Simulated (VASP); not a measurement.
# Sb (Pmma) in VASP: relaxation of shape and atoms at fixed volume with PBE

Aim: the relaxation of shape and atoms at fixed volume of Sb with PBE.

All numbers are computed with VASP 6.6.1; they aren't measurements. Logs are shortened: lines on timing, memory, paths and dates and some standing lists are left out, and cuts for length are marked.

## (1) The cell of the first run

The structure is orthorhombic, space group Pmma (No. 51). The conventional cell has a = 13.335 Å, b = 4.449 Å, c = 4.768 Å, α = 90.00°, β = 90.00°, γ = 90.00°. Sb (site symmetry m) has 6 Sb at 2.99 to 3.81 Å within 3.9 Å. Sb (site symmetry m) has 6 Sb at 2.93 to 3.74 Å within 3.9 Å.

## (2) Relaxation of shape and atoms at fixed volume, PBE (35.36 Å³/atom)

File INCAR:

```
SYSTEM = Sb
ALGO = Normal
EDIFF = 1E-7
EDIFFG = -0.01
ENCUT = 600
GGA = PE
IBRION = 2
ISIF = 4
ISMEAR = 0
LASPH = .TRUE.
LCHARG = .FALSE.
LREAL = .FALSE.
LWAVE = .FALSE.
NELM = 100
NSW = 50
PREC = Accurate
SIGMA = 0.1
```

File KPOINTS:

```
k-points
0
G
  4 8 8
  0 0 0
```

File POSCAR:

```
Sb
1.0
   13.3350940310      0.0000000000      0.0000000000
    0.0000000000      4.4485319126      0.0000000000
    0.0000000000      0.0000000000      4.7680904462
Sb
8
Direct
    0.8621311869      0.0000000000      0.1030992279
    0.1097804016      0.5000000000      0.4812638068
    0.3621311869      0.0000000000      0.8969007721
    0.6097804016      0.5000000000      0.5187361932
    0.8902195984      0.5000000000      0.5187361932
    0.1378688131      0.0000000000      0.8969007721
    0.3902195984      0.5000000000      0.4812638068
    0.6378688131      0.0000000000      0.1030992279
```

Potentials or basis: VASP PAW PBE potentials, release 64 (Sb).

Started as:

```console
> cat potpaw_PBE.64/Sb/POTCAR > POTCAR
> mpirun -np 1 vasp_std > vasp.out
```

OUTCAR:

```text
SYSTEM = Sb
   EDIFF = 1E-7
   EDIFFG = -0.01
   ENCUT = 600
   GGA = PE
   IBRION = 2
   ISIF = 4
   ISMEAR = 0
   LASPH = .TRUE.
   LREAL = .FALSE.
   NELM = 100
   NSW = 50
   PREC = Accurate

 ion  position               nearest neighbor table
   1  0.862  0.000  0.103-   8 2.99   5 3.00   5 3.00   5 3.58   5 3.58
   2  0.110  0.500  0.481-   5 2.93   6 3.00   6 3.00   6 3.58   6 3.58   7 3.74
   3  0.362  0.000  0.897-   6 2.99   7 3.00   7 3.00   7 3.58   7 3.58
   4  0.610  0.500  0.519-   7 2.93   8 3.00   8 3.00   8 3.58   8 3.58   5 3.74
   5  0.890  0.500  0.519-   2 2.93   1 3.00   1 3.00   1 3.58   1 3.58   4 3.74
   6  0.138  0.000  0.897-   3 2.99   2 3.00   2 3.00   2 3.58   2 3.58
   7  0.390  0.500  0.481-   4 2.93   3 3.00   3 3.00   3 3.58   3 3.58   2 3.74
   8  0.638  0.000  0.103-   1 2.99   4 3.00   4 3.00   4 3.58   4 3.58

  LATTYP: Found a simple orthorhombic cell.
 ALAT       =     4.4485319126
 B/A-ratio  =     1.0718346052
 C/A-ratio  =     2.9976392871

  Lattice vectors:

 A1 = (   0.0000000000,   4.4485319126,   0.0000000000)
 A2 = (   0.0000000000,   0.0000000000,   4.7680904462)
 A3 = (  13.3350940310,   0.0000000000,   0.0000000000)

Analysis of symmetry for initial positions (statically):
=====================================================================
 Subroutine PRICEL returns:
 Original cell was already a primitive cell.

 Routine SETGRP: Setting up the symmetry group for a
 simple orthorhombic supercell.

 Subroutine GETGRP returns: Found  8 space group operations
 (whereof  4 operations were pure point group operations)
 out of a pool of  8 trial point group operations.

The static configuration has the point symmetry C_2h.
 The point group associated with its full space group is D_2h.

Analysis of symmetry for dynamics (positions and initial velocities):
=====================================================================
 Subroutine PRICEL returns:
 Original cell was already a primitive cell.

 Routine SETGRP: Setting up the symmetry group for a
 simple orthorhombic supercell.

 Subroutine GETGRP returns: Found  8 space group operations
 (whereof  4 operations were pure point group operations)
 out of a pool of  8 trial point group operations.

The dynamic configuration has the point symmetry C_2h.
 The point group associated with its full space group is D_2h.

 Subroutine INISYM returns: Found  8 space group operations
 (whereof  4 operations are pure point group operations),
 and found     1 'primitive' translations

----------------------------------------------------------------------------------------

                                     Primitive cell

  volume of cell :     282.8507

  direct lattice vectors                    reciprocal lattice vectors
    13.335094031  0.000000000  0.000000000     0.074990097  0.000000000  0.000000000
     0.000000000  4.448531913  0.000000000     0.000000000  0.224793262  0.000000000
     0.000000000  0.000000000  4.768090446     0.000000000  0.000000000  0.209727565

  length of vectors
    13.335094031  4.448531913  4.768090446     0.074990097  0.224793262  0.209727565

  position of ions in fractional coordinates (direct lattice)
     0.862131187  0.000000000  0.103099228
     0.109780402  0.500000000  0.481263807
     0.362131187  0.000000000  0.896900772
     0.609780402  0.500000000  0.518736193
     0.890219598  0.500000000  0.518736193
     0.137868813  0.000000000  0.896900772
     0.390219598  0.500000000  0.481263807
     0.637868813  0.000000000  0.103099228

  ion indices of the primitive-cell ions
   primitive index   ion index
                 1           1
                 2           2
                 3           3
                 4           4
                 5           5
                 6           6
                 7           7
                 8           8

----------------------------------------------------------------------------------------

 KPOINTS: k-points

Automatic generation of k-mesh.
 Grid dimensions read from file:
 generate k-points for:    4    8    8

 Generating k-lattice:

  Cartesian coordinates                     Fractional coordinates (reciprocal lattice)
     0.018747524  0.000000000  0.000000000     0.250000000  0.000000000  0.000000000
     0.000000000  0.028099158  0.000000000     0.000000000  0.125000000  0.000000000
     0.000000000  0.000000000  0.026215946     0.000000000  0.000000000  0.125000000

  Length of vectors
     0.018747524  0.028099158  0.026215946

  Shift w.r.t. Gamma in fractional coordinates (k-lattice)
     0.000000000  0.000000000  0.000000000

 Subroutine IBZKPT returns following result:
 ===========================================

 Found     75 irreducible k-points:

 Following reciprocal coordinates:
            Coordinates               Weight
  0.000000  0.000000  0.000000      1.000000
  0.250000  0.000000  0.000000      2.000000
  0.500000  0.000000  0.000000      1.000000
  0.000000  0.125000  0.000000      2.000000
  0.250000  0.125000  0.000000      4.000000
  0.500000  0.125000  0.000000      2.000000
[... 16 lines left out ...]
  0.250000  0.250000  0.125000      8.000000
  0.500000  0.250000  0.125000      4.000000
 [... further k-points ...]
   k-points           NKPTS =     75   k-points in BZ     NKDIM =     75   number of bands    NBANDS=     25
   number of dos      NEDOS =    301   number of ions     NIONS =      8
   total plane-waves  NPLWV = 155520
   dimension x,y,z NGX =   108 NGY =   36 NGZ =   40
   dimension x,y,z NGXF=   216 NGYF=   72 NGZF=   80
   ions per type =               8
   NGX,Y,Z   is equivalent  to a cutoff of  13.46, 13.45, 13.95 a.u.
   NGXF,Y,Z  is equivalent  to a cutoff of  26.93, 26.91, 27.89 a.u.
 SYSTEM =  Sb
   PREC   = accura    normal or accurate (medium, high low for compatibility)
   ISTART =      0    job   : 0-new  1-cont  2-samecut
   ICHARG =      2    charge: 1-file 2-atom 10-const
   ISPIN  =      1    spin polarized calculation?
   LNONCOLLINEAR =      F non collinear calculations
   LSORBIT =      F    spin-orbit coupling
   LASPH  =      T    aspherical Exc in radial PAW
   ENCUT  =  600.0 eV  44.10 Ry    6.64 a.u.  26.63  8.88  9.52*2*pi/ulx,y,z
   NELM   =    100;   NELMIN=  2; NELMDL= -5     # of ELM steps
   EDIFF  = 0.1E-06   stopping-criterion for ELM
   LREAL  =      F    real-space projection
   EDIFFG = -.1E-01   stopping-criterion for IOM
   NSW    =     50    number of steps for IOM
   IBRION =      2    ionic relax: 0-MD 1-quasi-New 2-CG
   NFREE  =      1    steps in history (QN), initial steepest desc. (CG)
   ISIF   =      4    stress and relaxation
   ISYM   =      2    0-nonsym 1-usesym 2-fastsym
   POTIM  = 0.5000    time-step for ionic-motion
   TEBEG  =    0.0;   TEEND  =   0.0 temperature during run
   PSTRESS=    0.0 pullay stress
   NELECT =      40.0000    total number of electrons
   NUPDOWN=      -1.0000    fix difference up-down
   EMIN   =  10.00;   EMAX   =-10.00  energy-range for DOS
   EFERMI =   0.00;   METHOD = LEGACY
   ISMEAR =     0;   SIGMA  =   0.10  broadening in eV -4-tet -1-fermi 0-gaus
   EFERMI_NEDOS =   21; number of points for ismear=-14 and -15
   IALGO  =     38    algorithm
   IMIX   =      4    mixing-type and parameters
     AMIX     =   0.40;   BMIX     =  1.00
     AMIX_MAG =   1.60;   BMIX_MAG =  1.00
  volume/ion in A,a.u.               =      35.36       238.60
  Fermi-wavevector in a.u.,A,eV,Ry     =   0.852922  1.611788  9.897900  0.727475
  Thomas-Fermi vector in A             =   1.969284
   LORBIT       =      0    0 simple, 1 ext, 2 COOP (PROOUT), +10 PAW based schemes
   GGA     = PE    functional components
   LHFCALC =     F    Hartree Fock is set to
   AEXX    =    0.0000 exact exchange contribution
   IVDW    =     0    specifies the selected vdW correction
   LEPSILON=     F    determine dielectric tensor
   LRPA    =     F    only Hartree local field effects (RPA)
 conjugate gradient relaxation of ions
 non-spin polarized calculation
 Gauss-broadening in eV      SIGMA  =   0.10
  energy-cutoff  :      600.00
  volume of cell :      282.85
 maximum number of plane-waves:      9490
 NGX is ok and might be reduce to   108
   NGX = 53   NGY = 17   NGZ = 19

--------------------------------------- Ionic step        1  -------------------------------------------

 number of electron      40.0000000 magnetization

 Free energy of the ion-electron system (eV)
  ---------------------------------------------------
  ext. energy  EPLUGINS =         0.00000000
  ---------------------------------------------------
  free energy    TOTEN  =       -32.77032047 eV

  energy without entropy =      -32.76630224  energy(sigma->0) =      -32.76831136

------------------------ aborting loop because EDIFF is reached ----------------------------------------

  FORCE on cell =-STRESS in cart. coord.  units (eV):
  Direction    XX          YY          ZZ          XY          YZ          ZX
  --------------------------------------------------------------------------------------
  -------------------------------------------------------------------------------------
  Total       -4.1476120     -4.5804969     -4.0532960      0.0000000      0.0000000      0.0000000
  in kB      -23.4937004    -25.9457303    -22.9594579      0.0000000      0.0000000      0.0000000
  external PRESSURE =     -24.1329629 kB  Pullay stress =       0.0000000 kB
[... 107 lines left out ...]
  FREE ENERGIE OF THE ION-ELECTRON SYSTEM (eV)
  ---------------------------------------------------
  free  energy   TOTEN  =       -32.7882224313 eV

  energy  without entropy=      -32.7847473693  energy(sigma->0) =      -32.78648490

[... ionic steps 4 to 20 ...]

--------------------------------------- Ionic step       21  -------------------------------------------

 number of electron      39.9999997 magnetization

------------------------ aborting loop because EDIFF is reached ----------------------------------------

  FORCE on cell =-STRESS in cart. coord.  units (eV):
  Direction    XX          YY          ZZ          XY          YZ          ZX
  --------------------------------------------------------------------------------------
  -------------------------------------------------------------------------------------
  Total       -2.6207981     -2.5358997     -2.6316534      0.0000000      0.0000000     -0.0000000
  in kB      -14.8452281    -14.3643302    -14.9067166      0.0000000      0.0000000     -0.0000000
  external PRESSURE =     -14.7054249 kB  Pullay stress =       0.0000000 kB
[... 69 lines left out ...]
  energy  without entropy=      -32.7926675984  energy(sigma->0) =      -32.79424071

--------------------------------------- Ionic step       23  -------------------------------------------

 number of electron      39.9999997 magnetization

 Free energy of the ion-electron system (eV)
  ---------------------------------------------------
  ext. energy  EPLUGINS =         0.00000000
  ---------------------------------------------------
  free energy    TOTEN  =       -32.79605656 eV

  energy without entropy =      -32.79287572  energy(sigma->0) =      -32.79446614

 E-fermi :   5.6176     XC(G=0):  -8.8022

 val. band max:        5.5776031160   @ k =   0.0000   0.5000   0.0000
 cond. band min:       5.6212442823   @ k =   0.0000   0.0000   0.3750
 fundamental gap:      0.0436411662
 Fermi energy:         5.6176070089

 k-point     1 :       0.0000    0.0000    0.0000
  band No.  band energies     occupation
      1      -6.3758      2.00000
      2      -5.7296      2.00000
      3      -5.6509      2.00000
      4      -4.4774      2.00000
      5      -2.6190      2.00000
      6      -1.3366      2.00000
[... 661 lines left out ...]
     24       6.7342      0.00000
     25       7.0639      0.00000

 [... further k-points ...]

------------------------ aborting loop because EDIFF is reached ----------------------------------------

  FORCE on cell =-STRESS in cart. coord.  units (eV):
  Direction    XX          YY          ZZ          XY          YZ          ZX
  --------------------------------------------------------------------------------------
  -------------------------------------------------------------------------------------
  Total       -2.5494292     -2.5572729     -2.6370036      0.0000000      0.0000000      0.0000000
  in kB      -14.4409666    -14.4853965    -14.9370225      0.0000000      0.0000000      0.0000000
  external PRESSURE =     -14.6211285 kB  Pullay stress =       0.0000000 kB
[... 23 lines left out ...]
  FREE ENERGIE OF THE ION-ELECTRON SYSTEM (eV)
  ---------------------------------------------------
  free  energy   TOTEN  =       -32.7960565577 eV

  energy  without entropy=      -32.7928757191  energy(sigma->0) =      -32.79446614

 reached required accuracy - stopping structural energy minimisation
```

Wall time 3.1 h (1 thread of Intel Xeon 8259CL, shared host); peak memory 0.75 GiB.

Results:

- Free energy: -32.7961 eV
- Energy gained by relaxing: 3.2 meV/atom
- Ionic steps: 23
- Pressure after relaxing: -1.5 GPa
- Largest force after relaxing: 0.010 eV/Å
- Band gap on the k mesh: zero (bands 20 and 21 overlap by 0.24 eV)

Forces in eV/Å, atoms in the order of the input:
```
Sb  -0.006  0.000 -0.008
Sb  -0.005  0.000 -0.003
Sb  -0.006  0.000  0.008
Sb  -0.005  0.000  0.003
Sb   0.005  0.000  0.003
Sb   0.006  0.000  0.008
Sb   0.005  0.000 -0.003
Sb   0.006  0.000 -0.008
```

Step by step:
| step | energy change (eV) | largest force (eV/Å) | pressure (GPa) | volume (Å³) |
| --- | --- | --- | --- | --- |
| 1 | 0.0000 | 0.1820 | -2.41 | 282.85 |
| 2 | -0.0109 | 0.1176 | -2.18 | 282.85 |
| 3 | -0.0179 | 0.0279 | -1.83 | 282.85 |
| 4 | -0.0180 | 0.0410 | -1.78 | 282.85 |
| 5 | -0.0195 | 0.0327 | -1.75 | 282.85 |
| 6 | -0.0205 | 0.0390 | -1.70 | 282.85 |
| 7 | -0.0206 | 0.0426 | -1.69 | 282.85 |
| 8 | -0.0212 | 0.0276 | -1.68 | 282.85 |
| 9 | -0.0214 | 0.0283 | -1.67 | 282.85 |
| 10 | -0.0217 | 0.0272 | -1.67 | 282.85 |
| 11 | -0.0226 | 0.0238 | -1.65 | 282.85 |
| 12 | -0.0236 | 0.0173 | -1.62 | 282.85 |
| 13 | -0.0237 | 0.0154 | -1.60 | 282.85 |
| 14 | -0.0240 | 0.0224 | -1.59 | 282.85 |
| 15 | -0.0241 | 0.0269 | -1.58 | 282.85 |
| 16 | -0.0241 | 0.0362 | -1.56 | 282.85 |
| 17 | -0.0241 | 0.0318 | -1.57 | 282.85 |
| 18 | -0.0245 | 0.0260 | -1.56 | 282.85 |
| 19 | -0.0251 | 0.0196 | -1.51 | 282.85 |
| 20 | -0.0251 | 0.0170 | -1.49 | 282.85 |
| 21 | -0.0255 | 0.0234 | -1.47 | 282.85 |
| 22 | -0.0255 | 0.0243 | -1.47 | 282.85 |
| 23 | -0.0257 | 0.0099 | -1.46 | 282.85 |

Final structure:
```xyz
8
Lattice="13.3134 0.0000 0.0000 0.0000 4.3910 0.0000 0.0000 0.0000 4.8385" Properties=species:S:1:pos:R:3 pbc="T T T"
Sb   11.4669    4.3910    0.5928
Sb    1.4503    2.1955    2.2956
Sb    4.8102    0.0000    4.2457
Sb    8.1070    2.1955    2.5429
Sb   11.8631    2.1955    2.5429
Sb    1.8464    0.0000    4.2457
Sb    5.2064    2.1955    2.2956
Sb    8.5031    0.0000    0.5928
```

Caveat: spin-orbit coupling is left out, which moves the levels of the heavy elements.

The gap in the log of VASP goes by the Fermi energy; the results here count the filled bands.